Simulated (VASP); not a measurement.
# Tl (R-3m) in VASP: further runs

Tl is run at these levels: revPBE, PBE, LDA; tasks: single point.

All numbers are computed with VASP 6.6.1; they aren't measurements. Logs are shortened: lines on timing, memory, paths and dates and some standing lists are left out, and cuts for length are marked.

**1. The cell of the first run**

The structure is trigonal, space group R-3m (No. 166). The conventional cell has a = 3.562 Å, b = 3.562 Å, c = 24.721 Å, α = 90.00°, β = 90.00°, γ = 120.00°. Within 4.5 Å of Tl (site symmetry -3m) lie 12 Tl at 3.46 to 3.56 Å. Within 4.4 Å of Tl (site symmetry 3m) lie 12 Tl at 3.38 to 3.56 Å.

**2. Single point, revPBE**

File INCAR:

```
PREC     = Accurate       # precision mode
ENCUT    = 520            # plane-wave cutoff, eV
EDIFF    = 1E-7           # SCF threshold, eV
ISMEAR   = 0              # smearing method
SIGMA    = 0.1            # smearing width, eV
LREAL    = F              # projectors in reciprocal space
LASPH    = T              # aspherical terms in the spheres
NELM     = 100            # most SCF steps
ALGO     = Normal         # electronic algorithm
ISIF     = 2              # what is computed and relaxed
LWAVE    = F              # write WAVECAR
LCHARG   = T              # write CHGCAR
GGA      = RE             # functional
LELF     = T              # ELF
LVHAR    = T            
NBANDS   = 26             # bands
```

File KPOINTS:

```
Automatic mesh
0
Gamma
  2 2 2
```

File POSCAR:

```
Tl
1.0
    1.7810518452      1.0282907623      8.2404167867
   -1.7810518452      1.0282907623      8.2404167867
    0.0000000000     -2.0565815246      8.2404167867
Tl
3
Direct
    0.0000000000      0.0000000000      0.0000000000
    0.2209406600      0.2209406600      0.2209406600
    0.7790593400      0.7790593400      0.7790593400
```

Potentials or basis: VASP PAW PBE potentials, release 64 (Tl_d).

Command:

```bash
$ cat potpaw_PBE.64/Tl_d/POTCAR > POTCAR
$ mpirun -np 1 vasp_std > vasp.out
```

OUTCAR:

```text
PREC = Accurate
   ENCUT = 520
   EDIFF = 1E-7
   ISMEAR = 0
   LREAL = F
   LASPH = T
   NELM = 100
   ISIF = 2
   GGA = RE

 ion  position               nearest neighbor table
   1  0.000  0.000  0.000-   3 3.46   3 3.46   2 3.46   2 3.46   3 3.46   2 3.46
   2  0.221  0.221  0.221-   3 3.38   3 3.38   3 3.38   1 3.46   1 3.46   1 3.46
   3  0.779  0.779  0.779-   2 3.38   2 3.38   2 3.38   1 3.46   1 3.46   1 3.46

  LATTYP: Found a trigonal (rhomboedric) cell.
 ALAT       =     8.4931735168
 COS(alpha) =     0.9120485254

  Lattice vectors:

 A1 = (   1.7810518452,   1.0282907623,   8.2404167867)
 A2 = (  -1.7810518452,   1.0282907623,   8.2404167867)
 A3 = (   0.0000000000,  -2.0565815246,   8.2404167867)

Analysis of symmetry for initial positions (statically):
=====================================================================
 Subroutine PRICEL returns:
 Original cell was already a primitive cell.

 Routine SETGRP: Setting up the symmetry group for a
 trigonal (rhombohedral) supercell.

 Subroutine GETGRP returns: Found 12 space group operations
 (whereof 12 operations were pure point group operations)
 out of a pool of 12 trial point group operations.

The static configuration has the point symmetry D_3d.

Analysis of symmetry for dynamics (positions and initial velocities):
=====================================================================
 Subroutine PRICEL returns:
 Original cell was already a primitive cell.

 Routine SETGRP: Setting up the symmetry group for a
 trigonal (rhombohedral) supercell.

 Subroutine GETGRP returns: Found 12 space group operations
 (whereof 12 operations were pure point group operations)
 out of a pool of 12 trial point group operations.

The dynamic configuration has the point symmetry D_3d.

 Subroutine INISYM returns: Found 12 space group operations
 (whereof 12 operations are pure point group operations),
 and found     1 'primitive' translations

----------------------------------------------------------------------------------------

                                     Primitive cell

  volume of cell :      90.5509

  direct lattice vectors                    reciprocal lattice vectors
     1.781051845  1.028290762  8.240416787     0.280732984  0.162081264  0.040451028
    -1.781051845  1.028290762  8.240416787    -0.280732984  0.162081264  0.040451028
     0.000000000 -2.056581525  8.240416787     0.000000000 -0.324162528  0.040451028

  length of vectors
     8.493173517  8.493173517  8.493173517     0.326676645  0.326676645  0.326676645

  position of ions in fractional coordinates (direct lattice)
     0.000000000  0.000000000  0.000000000
     0.220940660  0.220940660  0.220940660
     0.779059340  0.779059340  0.779059340

  ion indices of the primitive-cell ions
   primitive index   ion index
                 1           1
                 2           2
                 3           3

----------------------------------------------------------------------------------------

 KPOINTS: Automatic mesh

Automatic generation of k-mesh.
 Grid dimensions read from file:
 generate k-points for:    2    2    2

 Generating k-lattice:

  Cartesian coordinates                     Fractional coordinates (reciprocal lattice)
     0.140366492  0.081040632  0.020225514     0.500000000  0.000000000 -0.000000000
    -0.140366492  0.081040632  0.020225514     0.000000000  0.500000000 -0.000000000
     0.000000000 -0.162081264  0.020225514    -0.000000000 -0.000000000  0.500000000

  Length of vectors
     0.163338323  0.163338323  0.163338323

  Shift w.r.t. Gamma in fractional coordinates (k-lattice)
     0.000000000  0.000000000  0.000000000

 Subroutine IBZKPT returns following result:
 ===========================================

 Found      4 irreducible k-points:

 Following reciprocal coordinates:
            Coordinates               Weight
  0.000000  0.000000  0.000000      1.000000
  0.500000  0.000000 -0.000000      3.000000
  0.500000  0.500000 -0.000000      3.000000
  0.500000  0.500000  0.500000      1.000000
   k-points           NKPTS =      4   k-points in BZ     NKDIM =      4   number of bands    NBANDS=     26
   number of dos      NEDOS =    301   number of ions     NIONS =      3
   total plane-waves  NPLWV = 262144
   dimension x,y,z NGX =    64 NGY =   64 NGZ =   64
   dimension x,y,z NGXF=   128 NGYF=  128 NGZF=  128
   ions per type =               3
   NGX,Y,Z   is equivalent  to a cutoff of  12.53, 12.53, 12.53 a.u.
   NGXF,Y,Z  is equivalent  to a cutoff of  25.05, 25.05, 25.05 a.u.
 SYSTEM =  unknown system
   PREC   = accura    normal or accurate (medium, high low for compatibility)
   ISTART =      0    job   : 0-new  1-cont  2-samecut
   ICHARG =      2    charge: 1-file 2-atom 10-const
   ISPIN  =      1    spin polarized calculation?
   LNONCOLLINEAR =      F non collinear calculations
   LSORBIT =      F    spin-orbit coupling
   LASPH  =      T    aspherical Exc in radial PAW
   ENCUT  =  520.0 eV  38.22 Ry    6.18 a.u.  15.79 15.79 15.79*2*pi/ulx,y,z
   NELM   =    100;   NELMIN=  2; NELMDL= -5     # of ELM steps
   EDIFF  = 0.1E-06   stopping-criterion for ELM
   LREAL  =      F    real-space projection
   EDIFFG = 0.1E-05   stopping-criterion for IOM
   NSW    =      0    number of steps for IOM
   IBRION =     -1    ionic relax: 0-MD 1-quasi-New 2-CG
   NFREE  =      0    steps in history (QN), initial steepest desc. (CG)
   ISIF   =      2    stress and relaxation
   ISYM   =      2    0-nonsym 1-usesym 2-fastsym
   POTIM  = 0.5000    time-step for ionic-motion
   TEBEG  =    0.0;   TEEND  =   0.0 temperature during run
   PSTRESS=    0.0 pullay stress
   NELECT =      39.0000    total number of electrons
   NUPDOWN=      -1.0000    fix difference up-down
   EMIN   =  10.00;   EMAX   =-10.00  energy-range for DOS
   EFERMI =   0.00;   METHOD = LEGACY
   ISMEAR =     0;   SIGMA  =   0.10  broadening in eV -4-tet -1-fermi 0-gaus
   EFERMI_NEDOS =   21; number of points for ismear=-14 and -15
   IALGO  =     38    algorithm
   IMIX   =      4    mixing-type and parameters
     AMIX     =   0.40;   BMIX     =  1.00
     AMIX_MAG =   1.60;   BMIX_MAG =  1.00
  volume/ion in A,a.u.               =      30.18       203.69
  Fermi-wavevector in a.u.,A,eV,Ry     =   1.236323  2.336312 20.796442  1.528495
  Thomas-Fermi vector in A             =   2.370937
   LORBIT       =      0    0 simple, 1 ext, 2 COOP (PROOUT), +10 PAW based schemes
   GGA     = RE    functional components
   LHFCALC =     F    Hartree Fock is set to
   AEXX    =    0.0000 exact exchange contribution
   IVDW    =     0    specifies the selected vdW correction
   LEPSILON=     F    determine dielectric tensor
   LRPA    =     F    only Hartree local field effects (RPA)
 non-spin polarized calculation
 Gauss-broadening in eV      SIGMA  =   0.10
  energy-cutoff  :      520.00
  volume of cell :       90.55
 maximum number of plane-waves:      2491
 NGX is ok and might be reduce to    64
   NGX = 31   NGY = 31   NGZ = 31

 number of electron      38.9999997 magnetization

 Free energy of the ion-electron system (eV)
  ---------------------------------------------------
  ext. energy  EPLUGINS =         0.00000000
  ---------------------------------------------------
  free energy    TOTEN  =        -7.03736202 eV

  energy without entropy =       -6.99114939  energy(sigma->0) =       -7.01425571

 E-fermi :   5.3292     XC(G=0):  -9.8225

 val. band max:        5.2877128344   @ k =   0.5000   0.5000  -0.0000
 cond. band min:       5.3994885683   @ k =   0.5000   0.0000  -0.0000
 fundamental gap:      0.1117757338
 Fermi energy:         5.3292185824

 k-point     1 :       0.0000    0.0000    0.0000
  band No.  band energies     occupation
      1      -5.6421      2.00000
      2      -5.5324      2.00000
      3      -5.4842      2.00000
      4      -5.4842      2.00000
      5      -5.4593      2.00000
      6      -5.4593      2.00000
[... 18 lines left out ...]
     25      15.4642      0.00000
     26      15.4642      0.00000

 k-point     2 :       0.5000    0.0000   -0.0000
  band No.  band energies     occupation
      1      -5.7163      2.00000
      2      -5.6645      2.00000
      3      -5.6498      2.00000
      4      -5.5831      2.00000
      5      -5.5353      2.00000
      6      -5.3748      2.00000
[... 18 lines left out ...]
     25      10.5831      0.00000
     26      12.3492      0.00000

 k-point     3 :       0.5000    0.5000   -0.0000
  band No.  band energies     occupation
      1      -5.7410      2.00000
      2      -5.7307      2.00000
      3      -5.5729      2.00000
      4      -5.4999      2.00000
      5      -5.4764      2.00000
      6      -5.4196      2.00000
[... 18 lines left out ...]
     25      12.4487      0.00000
     26      12.4678      0.00000

 k-point     4 :       0.5000    0.5000    0.5000
  band No.  band energies     occupation
      1      -5.6640      2.00000
      2      -5.5041      2.00000
      3      -5.4878      2.00000
      4      -5.4878      2.00000
      5      -5.4718      2.00000
      6      -5.4718      2.00000
[... 18 lines left out ...]
     25      14.8436      0.00000
     26      14.9791      0.00000

------------------------ aborting loop because EDIFF is reached ----------------------------------------

  FORCE on cell =-STRESS in cart. coord.  units (eV):
  Direction    XX          YY          ZZ          XY          YZ          ZX
  --------------------------------------------------------------------------------------
  -------------------------------------------------------------------------------------
  Total        1.9538134      1.9538134     -0.2995440      0.0000000     -0.0000000      0.0000000
  in kB       34.5701081     34.5701081     -5.3000293      0.0000000     -0.0000000      0.0000000
  external PRESSURE =      21.2800623 kB  Pullay stress =       0.0000000 kB

 VOLUME and BASIS-vectors are now :
 -----------------------------------------------------------------------------
  energy-cutoff  :      520.00
  volume of cell :       90.55
      direct lattice vectors                 reciprocal lattice vectors
     1.781051845  1.028290762  8.240416787     0.280732984  0.162081264  0.040451028
    -1.781051845  1.028290762  8.240416787    -0.280732984  0.162081264  0.040451028
     0.000000000 -2.056581525  8.240416787     0.000000000 -0.324162528  0.040451028

 POSITION                                       TOTAL-FORCE (eV/Angst)
 -----------------------------------------------------------------------------------
      0.00000      0.00000      0.00000         0.000000      0.000000      0.000000
      0.00000      0.00000      5.46193         0.000000      0.000000     -0.072274
      0.00000      0.00000     19.25932         0.000000     -0.000000      0.072274
 -----------------------------------------------------------------------------------
    total drift:                                0.000000     -0.000000      0.000000

  FREE ENERGIE OF THE ION-ELECTRON SYSTEM (eV)
  ---------------------------------------------------
  free  energy   TOTEN  =        -7.0373620224 eV

  energy  without entropy=       -6.9911493883  energy(sigma->0) =       -7.01425571
```

It took 38 s on 1 thread of AMD EPYC 9R45 (Zen 5), shared host; peak memory 0.46 GiB.

Results:

```
Free energy            : -7.0374 eV
Pressure               : 2.1 GPa
Largest force          : 0.072 eV/Å
Band gap on the k mesh : zero (an odd number of electrons rules out a gap without spin polarisation)
```

Forces on the atoms (eV/Å):
```
Tl   0.000  0.000  0.000
Tl   0.000  0.000 -0.072
Tl   0.000  0.000  0.072
```

Stress tensor (GPa, compression positive):
```
 3.46  0.00  0.00
 0.00  3.46  0.00
 0.00  0.00 -0.53
```

Levels at points of the mesh, in eV from the Fermi level:
```csv
k point,band 16,band 17,band 18,band 19,band 20,band 21,band 22,band 23
"(0.00, 0.00, 0.00)",-8.89,-6.36,-6.32,1.78,1.92,8.39,8.39,8.63
"(0.50, 0.00, 0.00)",-4.99,-4.14,-3.51,-1.52,-0.06,0.07,4.29,4.95
"(0.50, 0.50, 0.00)",-4.82,-4.33,-3.63,-1.56,-0.04,0.81,3.15,4.30
"(0.50, 0.50, 0.50)",-8.42,-8.11,-3.99,-1.71,7.20,7.40,8.01,8.01
```

Caveat: the k points lie up to 1.03 Å⁻¹ apart, too coarse for converged energies and pressures of a metal; the PAW data sets were made with another functional, which shifts forces and pressure a little; spin-orbit coupling is left out, which moves the levels of the heavy elements.

**3. Single point, PBE, collinear spin, zero start**

File INCAR:

```
SYSTEM = Tl
PREC     = Accurate       ! precision mode
ENCUT    = 520            ! plane-wave cutoff, eV
EDIFF    = 1E-6           ! SCF threshold, eV
ISMEAR   = 0              ! smearing method
SIGMA    = 0.1            ! smearing width, eV
LREAL    = .False.        ! projectors in reciprocal space
LASPH    = .True.         ! aspherical terms in the spheres
NELM     = 150            ! most SCF steps
ALGO     = Fast           ! electronic algorithm
ISIF     = 2              ! what is computed and relaxed
LWAVE    = .False.        ! write WAVECAR
LCHARG   = .True.         ! write CHGCAR
ISPIN    = 2              ! spin polarisation
MAGMOM   = 0 0 0          ! initial moments
LORBIT   = 11             ! projections on sites
GGA      = PE             ! functional
LELF     = .True.         ! ELF
LVHAR    = .True.       
NBANDS   = 30             ! bands
```

File KPOINTS:

```
Automatic mesh
0
Gamma
  3 3 3
  0.5 0.5 0.5
```

POSCAR is that of step 2.

Potentials or basis: VASP PAW PBE potentials, release 64 (Tl_d).

Command:

```bash
$ cat potpaw_PBE.64/Tl_d/POTCAR > POTCAR
$ mpirun -np 1 vasp_std > vasp.out
```

OUTCAR:

```text
SYSTEM = Tl
   PREC = Accurate
   ENCUT = 520
   EDIFF = 1E-6
   ISMEAR = 0
   LREAL = .False.
   LASPH = .True.
   NELM = 150
   ISIF = 2
   ISPIN = 2
   LORBIT = 11
   GGA = PE

 ion  position               nearest neighbor table
   1  0.000  0.000  0.000-   3 3.46   3 3.46   2 3.46   2 3.46   3 3.46   2 3.46
   2  0.221  0.221  0.221-   3 3.38   3 3.38   3 3.38   1 3.46   1 3.46   1 3.46
   3  0.779  0.779  0.779-   2 3.38   2 3.38   2 3.38   1 3.46   1 3.46   1 3.46

  LATTYP: Found a trigonal (rhomboedric) cell.
 ALAT       =     8.4931735168
 COS(alpha) =     0.9120485254

  Lattice vectors:

 A1 = (   1.7810518452,   1.0282907623,   8.2404167867)
 A2 = (  -1.7810518452,   1.0282907623,   8.2404167867)
 A3 = (   0.0000000000,  -2.0565815246,   8.2404167867)

Analysis of symmetry for initial positions (statically):
=====================================================================
 Subroutine PRICEL returns:
[... 577 lines left out ...]
     29      16.1282      0.00000
     30      16.3184      0.00000

------------------------ aborting loop because EDIFF is reached ----------------------------------------

  FORCE on cell =-STRESS in cart. coord.  units (eV):
  Direction    XX          YY          ZZ          XY          YZ          ZX
  --------------------------------------------------------------------------------------
  -------------------------------------------------------------------------------------
  Total        2.6786334      2.6786334     -2.5832424      0.0000000      0.0000000      0.0000000
  in kB       47.3948271     47.3948271    -45.7070105      0.0000000      0.0000000      0.0000000
  external PRESSURE =      16.3608812 kB  Pullay stress =       0.0000000 kB

 VOLUME and BASIS-vectors are now :
 -----------------------------------------------------------------------------
  energy-cutoff  :      520.00
  volume of cell :       90.55
      direct lattice vectors                 reciprocal lattice vectors
     1.781051845  1.028290762  8.240416787     0.280732984  0.162081264  0.040451028
    -1.781051845  1.028290762  8.240416787    -0.280732984  0.162081264  0.040451028
     0.000000000 -2.056581525  8.240416787     0.000000000 -0.324162528  0.040451028

 POSITION                                       TOTAL-FORCE (eV/Angst)
 -----------------------------------------------------------------------------------
      0.00000      0.00000      0.00000         0.000000      0.000000      0.000000
      0.00000      0.00000      5.46193         0.000000     -0.000000      0.010373
      0.00000      0.00000     19.25932         0.000000     -0.000000     -0.010373
 -----------------------------------------------------------------------------------
    total drift:                                0.000000     -0.000000      0.000000

  FREE ENERGIE OF THE ION-ELECTRON SYSTEM (eV)
  ---------------------------------------------------
  free  energy   TOTEN  =        -5.9885374748 eV

  energy  without entropy=       -5.9767424924  energy(sigma->0) =       -5.98263998

 total charge

# of ion       s       p       d       tot
------------------------------------------
    1        1.173   0.370   9.644  11.186
    2        1.174   0.380   9.643  11.197
    3        1.174   0.380   9.643  11.197
--------------------------------------------------
tot          3.520   1.130  28.929  33.579

 magnetization (x)

# of ion       s       p       d       tot
------------------------------------------
    1       -0.000  -0.000  -0.000  -0.000
    2        0.000   0.000  -0.000   0.000
    3        0.000   0.000  -0.000   0.000
--------------------------------------------------
tot         -0.000   0.000  -0.000  -0.000
```

Run time: 92 s. Hardware: 1 thread of AMD EPYC 9R45 (Zen 5), shared host; peak memory 0.69 GiB.

Results:

| Quantity | Value |
| --- | --- |
| Free energy | -5.9885 eV |
| Pressure | 1.6 GPa |
| Largest force | 0.010 eV/Å |
| Net moment | 0.00 μB per cell |
| Valence electrons inside the program's atomic spheres | Tl 11.19, 11.20 (each value once) |

Forces on the atoms (eV/Å):
```
Tl   0.000  0.000  0.000
Tl   0.000  0.000  0.010
Tl   0.000  0.000 -0.010
```

Caveat: the k points lie up to 0.68 Å⁻¹ apart; no moment was typed at the start, so none could form; spin-orbit coupling is left out, which moves the levels of the heavy elements.

**4. Single point, LDA**

File INCAR:

```
ALGO = Normal ; EDIFF = 1E-6
ENCUT = 520 ; GGA = CA
ISIF = 2 ; ISMEAR = 0
ISYM = 0 ; LASPH = T
LCHARG = F ; LREAL = F
LWAVE = F ; NBANDS = 26
NELECT = 37.0 ; NELM = 80
PREC = Accurate ; SIGMA = 0.1
```

File KPOINTS:

```
Automatic mesh
0
Gamma
  3 3 3
  0.02 0.16 0.03
```

POSCAR is that of step 3.

Potentials or basis: VASP PAW LDA potentials, release 64 (Tl_d).

Command:

```bash
$ cat potpaw_LDA.64/Tl_d/POTCAR > POTCAR
$ mpirun -np 1 vasp_std > vasp.out
```

It took 13 min on 1 thread of AMD EPYC 9R45 (Zen 5), shared host; peak memory 0.56 GiB.

It converged, with:

- Free energy: -19.0214 eV
- Largest force: 0.110 eV/Å

Forces in eV/Å, atoms in the order of the input:
```
Tl   0.000  0.000  0.000
Tl   0.000  0.000  0.110
Tl   0.000  0.000 -0.110
```

Levels at points of the mesh, in eV from the Fermi level:
```
           k point  band 14  band 15  band 16  band 17  band 18  band 19  band 20  band 21  band 22  band 23
(0.01, 0.05, 0.01)   -10.33   -10.33    -8.75    -6.37    -6.08     1.77     2.24     7.90     8.24     8.28
```

Caveat: the k points lie up to 0.68 Å⁻¹ apart, too coarse for converged energies and pressures of a metal; the cell carries a net charge on a neutralising background, which shifts energy and pressure; the cell is charged against a uniform background, so pressure and absolute levels hang on convention; spin-orbit coupling is left out, which moves the levels of the heavy elements.

[end of part 1 of 2]

The gap in the log of VASP goes by the Fermi energy; the results here count the filled bands.